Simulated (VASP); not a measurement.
Zn: single point with LDA

Zn:

```
Zn
1.0
     2.61436    0.00000    0.00000
    -1.30718    2.26410    0.00000
     0.00000    0.00000    4.87316
Zn
2
Direct
  0.33333 0.66667 0.25000
  0.66667 0.33333 0.75000
```

```yaml
Program: VASP 6.6.1
Task: single point
Functional: LDA
Potentials_or_basis: VASP PAW LDA potentials, release 64 (Zn)
Cutoff: 520 eV
k_mesh: 9 × 9 × 4
Occupations: gaussian, width 0.1 eV
Spin: no spin polarisation
```

```yaml
Pressure: -4.8 GPa
Band_gap_on_the_k_mesh: zero (band 12 reaches 4.23 eV, above the bottom of band 13 at 0.17 eV)
```

Stress tensor (GPa, compression positive):
```
-5.09  0.00  0.00
 0.00 -5.09  0.00
 0.00  0.00 -4.27
```

Levels at points of the mesh, in eV from the Fermi level:
| k point | band 9 | band 10 | band 11 | band 12 | band 13 | band 14 | band 15 | band 16 |
| --- | --- | --- | --- | --- | --- | --- | --- | --- |
| (0.00, 0.00, 0.00) | -7.74 | -7.51 | -7.51 | -4.15 | -3.36 | 13.62 | 17.49 | 17.82 |
| (0.00, 0.00, 0.50) | -7.61 | -7.61 | -7.61 | -7.61 | 4.41 | 4.41 | 19.15 | 19.15 |

Wall time 7.2 s on 1 thread of Intel(R) Xeon(R) 6975P-C (Granite Rapids), on a shared host, peak memory 0.13 GiB.
